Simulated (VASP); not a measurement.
A run of VASP 6.6.1 is set up as follows.

Contents of INCAR:

```
ALGO = Normal
EDIFF = 1E-7
ENCUT = 520
ISIF = 2
ISMEAR = 0
LASPH = T
LCHARG = F
LREAL = F
LWAVE = F
NBANDS = 10
NELM = 80
PREC = Accurate
SIGMA = 0.15
```

File KPOINTS:

```
k-points
0
Gamma
  18 18 10
```

Contents of POSCAR:

```
Al
1.0
    2.7604000000      0.0000000000      0.0000000000
   -1.3802000000      2.3905765246      0.0000000000
    0.0000000000      0.0000000000      4.6277000000
Al
2
Direct
    0.6666666667      0.3333333333      0.7500000000
    0.3333333333      0.6666666667      0.2500000000
```

Potentials or basis: VASP PAW LDA potentials, release 64 (Al).

Command:

```sh
$ cat potpaw_LDA.64/Al/POTCAR > POTCAR
$ mpirun -np 1 vasp_std > vasp.out
```

**Question.** Estimate the band gap on the k mesh.

**Answer.** Zero (bands 3 and 4 overlap by 7.30 eV).

**Question.** What does it give for the pressure?

**Answer.** 3.9 GPa.

Stress tensor (GPa, compression positive):
```
4.09 0.00 0.00
0.00 4.09 0.00
0.00 0.00 3.60
```

Caveat: the cell stands under pressure.
